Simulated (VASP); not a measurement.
# Nb2H (P-43m) in VASP: notebook

Nb2H is run at these levels: PBE; tasks: single point, relaxation of cell and atoms.

Program: VASP 6.6.1. These are calculated values, not measurements. Logs are shortened: lines on timing, memory, paths and dates and some standing lists are left out, and cuts for length are marked.

### 1 The cell of the first run

Symmetry: P-43m, No. 215, cubic system. The conventional cell has a = 4.182 Å, b = 4.182 Å, c = 4.182 Å, α = 90.00°, β = 90.00°, γ = 90.00°. Within 2.1 Å of Nb (site symmetry 3m) lie 2 H at 1.57 to 2.05 Å. Within 2.1 Å of H (site symmetry -43m) lie 4 Nb at 1.57 Å. H (site symmetry -43m) has 4 Nb at 2.05 Å within 2.7 Å.

The cell was built from a structure type or drawn by symmetry, and may not be a known phase.

### 2 Single point, PBE

Input file INCAR:

```
SYSTEM = Nb2H
PREC     = Accurate       ! precision mode
ENCUT    = 520            ! plane-wave cutoff, eV
EDIFF    = 1E-6           ! SCF threshold, eV
ISMEAR   = 0              ! smearing method
SIGMA    = 0.1            ! smearing width, eV
LREAL    = .False.        ! projectors in reciprocal space
LASPH    = .True.         ! aspherical terms in the spheres
NELM     = 80             ! most SCF steps
ALGO     = Normal         ! electronic algorithm
ISIF     = 2              ! what is computed and relaxed
LWAVE    = .False.        ! write WAVECAR
LCHARG   = .False.        ! write CHGCAR
GGA      = PE             ! functional
NBANDS   = 36             ! bands
```

Input file KPOINTS:

```
Automatic mesh
0
Gamma
  4 4 4
  0 0 0
```

Input file POSCAR:

```
Nb2H
1.0
    4.1817528400      0.0000000000      0.0000000000
    0.0000000000      4.1817528400      0.0000000000
    0.0000000000      0.0000000000      4.1817528400
Nb H
4 2
Direct
    0.2829103600      0.2829103600      0.2829103600
    0.7170896400      0.7170896400      0.2829103600
    0.7170896400      0.2829103600      0.7170896400
    0.2829103600      0.7170896400      0.7170896400
    0.5000000000      0.5000000000      0.5000000000
    0.0000000000      0.0000000000      0.0000000000
```

Potentials or basis: VASP PAW PBE potentials, release 64 (Nb_sv, H).

Started as:

```sh
$ cat potpaw_PBE.64/Nb_sv/POTCAR potpaw_PBE.64/H/POTCAR > POTCAR
$ mpirun -np 1 vasp_std > vasp.out
```

OUTCAR:

```text
SYSTEM = Nb2H
   PREC = Accurate
   ENCUT = 520
   EDIFF = 1E-6
   ISMEAR = 0
   LREAL = .False.
   LASPH = .True.
   NELM = 80
   ISIF = 2
   GGA = PE

 ion  position               nearest neighbor table
   1  0.283  0.283  0.283-   5 1.57   3 2.57   4 2.57   2 2.57   3 2.98   4 2.98   2 2.98   4 2.98
                             2 2.98   3 2.98
   2  0.717  0.717  0.283-   5 1.57   3 2.57   4 2.57   1 2.57   1 2.98   4 2.98   1 2.98   3 2.98
                             3 2.98   4 2.98
   3  0.717  0.283  0.717-   5 1.57   2 2.57   4 2.57   1 2.57   1 2.98   4 2.98   1 2.98   2 2.98
                             2 2.98   4 2.98
   4  0.283  0.717  0.717-   5 1.57   2 2.57   3 2.57   1 2.57   1 2.98   3 2.98   1 2.98   2 2.98
                             2 2.98   3 2.98
   5  0.500  0.500  0.500-   1 1.57   2 1.57   3 1.57   4 1.57
   6  0.000  0.000  0.000-

  LATTYP: Found a simple cubic cell.
 ALAT       =     4.1817528400

  Lattice vectors:

 A1 = (   4.1817528400,   0.0000000000,   0.0000000000)
 A2 = (   0.0000000000,   4.1817528400,   0.0000000000)
 A3 = (   0.0000000000,   0.0000000000,   4.1817528400)

Analysis of symmetry for initial positions (statically):
=====================================================================
 Subroutine PRICEL returns:
 Original cell was already a primitive cell.

 Routine SETGRP: Setting up the symmetry group for a
 simple cubic supercell.

 Subroutine GETGRP returns: Found 24 space group operations
 (whereof 24 operations were pure point group operations)
 out of a pool of 48 trial point group operations.

The static configuration has the point symmetry T_d .

Analysis of symmetry for dynamics (positions and initial velocities):
=====================================================================
 Subroutine PRICEL returns:
 Original cell was already a primitive cell.

 Routine SETGRP: Setting up the symmetry group for a
 simple cubic supercell.

 Subroutine GETGRP returns: Found 24 space group operations
 (whereof 24 operations were pure point group operations)
 out of a pool of 48 trial point group operations.

The dynamic configuration has the point symmetry T_d .

 Subroutine INISYM returns: Found 24 space group operations
 (whereof 24 operations are pure point group operations),
 and found     1 'primitive' translations

----------------------------------------------------------------------------------------

[... 87 lines left out ...]
   EDIFFG = 0.1E-04   stopping-criterion for IOM
   NSW    =      0    number of steps for IOM
   IBRION =     -1    ionic relax: 0-MD 1-quasi-New 2-CG
   NFREE  =      0    steps in history (QN), initial steepest desc. (CG)
   ISIF   =      2    stress and relaxation
   ISYM   =      2    0-nonsym 1-usesym 2-fastsym
   POTIM  = 0.5000    time-step for ionic-motion
   TEBEG  =    0.0;   TEEND  =   0.0 temperature during run
   PSTRESS=    0.0 pullay stress
   NELECT =      54.0000    total number of electrons
   NUPDOWN=      -1.0000    fix difference up-down
   EMIN   =  10.00;   EMAX   =-10.00  energy-range for DOS
   EFERMI =   0.00;   METHOD = LEGACY
   ISMEAR =     0;   SIGMA  =   0.10  broadening in eV -4-tet -1-fermi 0-gaus
   EFERMI_NEDOS =   21; number of points for ismear=-14 and -15
   IALGO  =     38    algorithm
   IMIX   =      4    mixing-type and parameters
     AMIX     =   0.40;   BMIX     =  1.00
     AMIX_MAG =   1.60;   BMIX_MAG =  1.00
  volume/ion in A,a.u.               =      12.19        82.25
  Fermi-wavevector in a.u.,A,eV,Ry     =   1.479725  2.796275 29.791133  2.189587
  Thomas-Fermi vector in A             =   2.593847
   LORBIT       =      0    0 simple, 1 ext, 2 COOP (PROOUT), +10 PAW based schemes
   GGA     = PE    functional components
   LHFCALC =     F    Hartree Fock is set to
   AEXX    =    0.0000 exact exchange contribution
   IVDW    =     0    specifies the selected vdW correction
   LEPSILON=     F    determine dielectric tensor
   LRPA    =     F    only Hartree local field effects (RPA)
 non-spin polarized calculation
 Gauss-broadening in eV      SIGMA  =   0.10
  energy-cutoff  :      520.00
  volume of cell :       73.13
 maximum number of plane-waves:      1986
 NGX is ok and might be reduce to    32
   NGX = 15   NGY = 15   NGZ = 15

 number of electron      54.0000007 magnetization

 Free energy of the ion-electron system (eV)
  ---------------------------------------------------
  ext. energy  EPLUGINS =         0.00000000
  ---------------------------------------------------
  free energy    TOTEN  =       -42.53887817 eV

  energy without entropy =      -42.51765714  energy(sigma->0) =      -42.52826765

 E-fermi :  11.6438     XC(G=0): -12.5631

 val. band max:       11.5350369786   @ k =   0.5000   0.5000   0.2500
 cond. band min:      11.7012750043   @ k =   0.5000   0.2500   0.2500
 fundamental gap:      0.1662380257
 Fermi energy:        11.6437944854

 k-point     1 :       0.0000    0.0000    0.0000
  band No.  band energies     occupation
      1     -43.2569      2.00000
      2     -42.7134      2.00000
      3     -42.7134      2.00000
      4     -42.7134      2.00000
      5     -20.9899      2.00000
      6     -19.6706      2.00000
[... 379 lines left out ...]
     35      16.2632      0.00000
     36      16.5092      0.00000

------------------------ aborting loop because EDIFF is reached ----------------------------------------

  FORCE on cell =-STRESS in cart. coord.  units (eV):
  Direction    XX          YY          ZZ          XY          YZ          ZX
  --------------------------------------------------------------------------------------
  -------------------------------------------------------------------------------------
  Total       21.3416408     21.3416408     21.3416408     -0.0000000     -0.0000000     -0.0000000
  in kB      467.5879452    467.5879452    467.5879452     -0.0000000     -0.0000000     -0.0000000
  external PRESSURE =     467.5879452 kB  Pullay stress =       0.0000000 kB

 VOLUME and BASIS-vectors are now :
 -----------------------------------------------------------------------------
  energy-cutoff  :      520.00
  volume of cell :       73.13
      direct lattice vectors                 reciprocal lattice vectors
     4.181752840  0.000000000  0.000000000     0.239134171  0.000000000  0.000000000
     0.000000000  4.181752840  0.000000000     0.000000000  0.239134171  0.000000000
     0.000000000  0.000000000  4.181752840     0.000000000  0.000000000  0.239134171

 POSITION                                       TOTAL-FORCE (eV/Angst)
 -----------------------------------------------------------------------------------
      1.18306      1.18306      1.18306        -5.508426     -5.508426     -5.508426
      2.99869      2.99869      1.18306         5.508426      5.508426     -5.508426
      2.99869      1.18306      2.99869         5.508426     -5.508426      5.508426
      1.18306      2.99869      2.99869        -5.508426      5.508426      5.508426
      2.09088      2.09088      2.09088         0.000000      0.000000     -0.000000
      0.00000      0.00000      0.00000        -0.000000      0.000000      0.000000
 -----------------------------------------------------------------------------------
    total drift:                                0.000000      0.000000      0.000000

  FREE ENERGIE OF THE ION-ELECTRON SYSTEM (eV)
  ---------------------------------------------------
  free  energy   TOTEN  =       -42.5388781706 eV

  energy  without entropy=      -42.5176571352  energy(sigma->0) =      -42.52826765
```

OSZICAR:

```text
N       E                     dE             d eps       ncg     rms          rms(c)
DAV:   1     0.721427567974E+03    0.72143E+03   -0.29866E+04   720   0.159E+03
DAV:   2     0.161753411466E+02   -0.70525E+03   -0.68780E+03   800   0.666E+02
DAV:   3    -0.418197583236E+02   -0.57995E+02   -0.56125E+02  1264   0.138E+02
DAV:   4    -0.457665979243E+02   -0.39468E+01   -0.38908E+01  1184   0.333E+01
DAV:   5    -0.459892687251E+02   -0.22267E+00   -0.22175E+00  1192   0.709E+00    0.212E+01
DAV:   6    -0.428163192695E+02    0.31729E+01   -0.71255E+00   984   0.198E+01    0.771E+00
DAV:   7    -0.424903834386E+02    0.32594E+00   -0.26207E+00  1120   0.101E+01    0.220E+00
DAV:   8    -0.425273090658E+02   -0.36926E-01   -0.26330E-01  1008   0.326E+00    0.138E+00
DAV:   9    -0.425392886650E+02   -0.11980E-01   -0.63336E-02   976   0.207E+00    0.359E-01
DAV:  10    -0.425386551976E+02    0.63347E-03   -0.91609E-03   936   0.560E-01    0.156E-01
DAV:  11    -0.425389064023E+02   -0.25120E-03   -0.16479E-03  1192   0.267E-01    0.397E-02
DAV:  12    -0.425388777093E+02    0.28693E-04   -0.19396E-04   992   0.993E-02    0.333E-02
DAV:  13    -0.425388789857E+02   -0.12764E-05   -0.20515E-05   832   0.371E-02    0.273E-03
DAV:  14    -0.425388781706E+02    0.81516E-06   -0.11437E-06   536   0.995E-03
   1 F= -.42538878E+02 E0= -.42528268E+02  d E =-.212210E-01
```

stdout:

```text
POSCAR found type information on POSCAR NbH
 POSCAR found :  2 types and       6 ions
 scaLAPACK will be used
 LDA part: xc-table for (Slater+PW92), standard interpolation
 POSCAR, INCAR and KPOINTS ok, starting setup
 FFT: planning ... GRIDC
 FFT: planning ... GRID_SOFT
 FFT: planning ... GRID
 WAVECAR not read
 entering main loop
```

It took 29 s on 1 thread of Intel Xeon Platinum 8488C (Sapphire Rapids), shared host; peak memory 0.17 GiB.

Results:

| Property | Result |
| --- | --- |
| Free energy | -42.5389 eV |
| Pressure | 46.8 GPa |
| Largest force | 9.541 eV/Å |
| Band gap on the k mesh | zero (bands 27 and 28 overlap by 1.13 eV) |

Forces in eV/Å, atoms in the order of the input:
```
Nb  -5.508 -5.508 -5.508
Nb   5.508  5.508 -5.508
Nb   5.508 -5.508  5.508
Nb  -5.508  5.508  5.508
H    0.000  0.000  0.000
H    0.000  0.000  0.000
```

Caveat: the k points lie up to 0.38 Å⁻¹ apart, too coarse for converged energies and pressures of a metal; forces of over 1 eV/Å act on the atoms, so gaps and moduli don't describe the material at rest.

### 3 Relaxation of cell and atoms, PBE

Input file INCAR:

```
PREC = Accurate
ENCUT = 600
EDIFF = 1E-6
ISMEAR = 0
SIGMA = 0.1
LREAL = F
LASPH = T
NELM = 100
ALGO = Normal
ISIF = 3
LWAVE = F
LCHARG = F
GGA = PE
IBRION = 2
NSW = 90
EDIFFG = -0.04
```

Input file KPOINTS:

```
Automatic mesh
0
Gamma
  4 4 4
```

POSCAR is that of step 2.

Potentials or basis: VASP PAW PBE potentials, release 64 (Nb_sv, H).

Started as:

```sh
$ cat potpaw_PBE.64/Nb_sv/POTCAR potpaw_PBE.64/H/POTCAR > POTCAR
$ mpirun -np 1 vasp_std > vasp.out
```

Wall time 4.1 min (1 thread of Intel Xeon Platinum 8488C (Sapphire Rapids), shared host); peak memory 0.22 GiB.

Results (log left out):

```
Free energy                           : -47.0188 eV
Relaxed volume                        : 13.69 Å³/atom
Relaxed cell                          : a = 4.347 Å, b = 4.347 Å, c = 4.347 Å, α = 90.00°, β = 90.00°, γ = 90.00°
Space group after relaxing (to 0.1 Å) : Pn-3m (No. 224)
Energy gained by relaxing             : 746.2 meV/atom
Ionic steps                           : 10
Pressure after relaxing               : -0.2 GPa
Largest force after relaxing          : 0.017 eV/Å
Band gap on the k mesh                : zero (bands 27 and 28 overlap by 1.30 eV)
```

Forces in eV/Å, atoms in the order of the input:
```
Nb  -0.010 -0.010 -0.010
Nb   0.010  0.010 -0.010
Nb   0.010 -0.010  0.010
Nb  -0.010  0.010  0.010
H    0.000  0.000  0.000
H    0.000  0.000  0.000
```

The path:
| step | energy change (eV) | largest force (eV/Å) | pressure (GPa) | volume (Å³) |
| --- | --- | --- | --- | --- |
| 1 | 0.0000 | 9.5398 | 46.81 | 73.13 |
| 2 | 0.1340 | 0.8712 | -23.41 | 117.66 |
| 3 | -4.1911 | 0.2777 | -11.72 | 89.03 |
| 4 | -4.2646 | 0.5574 | -9.40 | 87.50 |
| 5 | -4.2979 | 0.8615 | -6.04 | 85.62 |
| 6 | -4.4595 | 0.2497 | 2.97 | 80.60 |
| 7 | -4.4620 | 0.3416 | 1.93 | 81.09 |
| 8 | -4.4761 | 0.1267 | 0.14 | 81.93 |
| 9 | -4.4771 | 0.0304 | 0.49 | 81.75 |
| 10 | -4.4774 | 0.0171 | -0.25 | 82.11 |

Final structure:
```yaml
crystal:
  lattice:
    - [4.34651, 0.00000, 0.00000]
    - [0.00000, 4.34651, 0.00000]
    - [0.00000, 0.00000, 4.34651]
  atoms:
    - { symbol: Nb, position: [0.25010, 0.25010, 0.25010] }
    - { symbol: Nb, position: [0.74990, 0.74990, 0.25010] }
    - { symbol: Nb, position: [0.74990, 0.25010, 0.74990] }
    - { symbol: Nb, position: [0.25010, 0.74990, 0.74990] }
    - { symbol: H, position: [0.50000, 0.50000, 0.50000] }
    - { symbol: H, position: [0.00000, 0.00000, 0.00000] }
```

Levels at points of the mesh, in eV from the Fermi level:
| k point | band 23 | band 24 | band 25 | band 26 | band 27 | band 28 | band 29 | band 30 | band 31 | band 32 |
| --- | --- | --- | --- | --- | --- | --- | --- | --- | --- | --- |
| (0.00, 0.00, 0.00) | -3.02 | -3.02 | -0.25 | -0.25 | -0.25 | 2.25 | 2.25 | 3.04 | 3.04 | 3.98 |
| (0.50, 0.00, 0.00) | -1.65 | -1.65 | -1.11 | -1.11 | 0.25 | 0.26 | 0.97 | 0.97 | 1.56 | 1.56 |
| (0.50, 0.50, 0.00) | -1.23 | -1.23 | -1.22 | -1.22 | -1.05 | -1.05 | 0.93 | 0.93 | 1.06 | 1.06 |
| (0.50, 0.50, 0.50) | -0.62 | -0.62 | -0.27 | -0.27 | -0.05 | -0.05 | -0.05 | 0.84 | 0.84 | 0.84 |

Caveat: the k points lie up to 0.36 Å⁻¹ apart in the final cell, too coarse for converged energies and pressures of a metal.
